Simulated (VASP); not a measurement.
Write the native input for VASP 6.6.1 that does the following.

```
Task                   : single point
Functional             : PBE
Potentials or basis    : VASP PAW PBE potentials, release 64 (Hf_pv, S)
Cutoff                 : 520 eV
k mesh                 : 6 × 6 × 8
Occupations            : gaussian, width 0.1 eV
Spin                   : no spin polarisation
Dipole correction      : no
Further INCAR settings : ALGO = Normal; EDIFF = 1e-06; NBANDS = 48
```

The structure of Hf7S lies in POSCAR:

```
Hf7S
1.0
    6.2010731189      0.0000000000      0.0000000000
   -3.1005365594      5.3702868517      0.0000000000
    0.0000000000      0.0000000000      5.0948999765
Hf S
7 1
Direct
    0.5010707808      0.0021415617      0.5000000000
    0.9978584383      0.4989292192      0.5000000000
    0.5010707808      0.4989292192      0.5000000000
    0.1643774101      0.8356225899      0.0000000000
    0.6712451798      0.8356225899      0.0000000000
    0.1643774101      0.3287548202      0.0000000000
    0.6666666667      0.3333333333      0.0000000000
    0.0000000000      0.0000000000      0.5000000000
```

The cell was built from a structure type or drawn by symmetry, and may not be a known phase.

One way to write it, as run:

INCAR

```
SYSTEM = Hf7S
PREC = Accurate
ENCUT = 520
EDIFF = 1E-6
ISMEAR = 0
SIGMA = 0.1
LREAL = .FALSE.
LASPH = .TRUE.
NELM = 100
ALGO = Normal
ISIF = 2
LWAVE = .FALSE.
LCHARG = .FALSE.
GGA = PE
NBANDS = 48
```

KPOINTS

```
Automatic mesh
0
G
  6 6 8
  0 0 0
```

Potentials or basis: VASP PAW PBE potentials, release 64 (Hf_pv, S).

Run with:

```bash
$ cat potpaw_PBE.64/Hf_pv/POTCAR potpaw_PBE.64/S/POTCAR > POTCAR
$ mpirun -np 1 vasp_std > vasp.out
```

It gave:

```yaml
Pressure: -0.5 GPa
Band_gap_on_the_k_mesh: zero (bands 38 and 39 overlap by 1.22 eV)
```

Caveat: spin-orbit coupling is left out, which moves the levels of the heavy elements.

It took 8.2 min on 1 thread of Intel Xeon 8259CL (shared host), peak memory 0.41 GiB.
